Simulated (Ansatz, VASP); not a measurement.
## One calculation of Sb, two programs

The input INCAR:

```
PREC = Accurate
ENCUT = 520
EDIFF = 1E-6
ISMEAR = -1
SIGMA = 0.05
LREAL = F
LASPH = T
NELM = 60
ALGO = Normal
ISIF = 2
LWAVE = F
LCHARG = F
GGA = PS
NBANDS = 12
```

The input KPOINTS:

```
regular mesh
0
Gamma
  9 9 5
```

File POSCAR:

```
Sb
1.0
    3.4203242672      0.0000000000      0.0000000000
   -1.7101621336      2.9620877046      0.0000000000
    0.0000000000      0.0000000000      5.5774459394
Sb
2
Direct
    0.6666666667      0.3333333333      0.7500000000
    0.3333333333      0.6666666667      0.2500000000
```

input.yaml

```yaml
crystal:
  lattice:
    - [3.4203242672, 0.0, 0.0]
    - [-1.7101621336, 2.9620877046, 0.0]
    - [0.0, 0.0, 5.5774459394]
  atoms:
    - { symbol: Sb, position: [0.6666666667, 0.3333333333, 0.75] }
    - { symbol: Sb, position: [0.3333333333, 0.6666666667, 0.25] }
kpoints:
  mp_grid: { grid: [9, 9, 5] }
scf:
  occupations: { method: fermi_dirac, width: 0.05 }
hamiltonian:
  xc: pbesol
  pseudopotentials: { kind: all_electron, lapw: { basis_error: 0.0005 } }
output:
  forces: true
  stress: true
  eigenvalues: true
```

Change from the starting cell: volume scaled by 1.06.

Alike in both runs: task single point; functional PBEsol; k mesh 9 × 9 × 5; occupations fermi-dirac, width 0.05 eV; no spin polarisation.

|  | VASP | Ansatz |
| --- | --- | --- |
| version | VASP 6.6.1 | Ansatz 0.2.0 |
| potentials or method | VASP PAW PBE potentials, release 64 (Sb), cutoff 520 eV | all-electron LAPW, scalar-relativistic |

```tsv
	VASP	Ansatz	Ansatz less VASP
gap on the k mesh at the Fermi level (eV)	none	none	-
pressure (GPa)	-4.7	-4.7	+0.06
traceless stress, the component that is largest in VASP (GPa)	-0.24	-0.24	0.000
```

VASP's potentials were made for PBE, not for PBEsol. A gap of «none» marks a metal or a gap that the smearing closes. Ansatz ran all-electron here, and VASP with PAW potentials.

Spin-orbit coupling is off throughout.
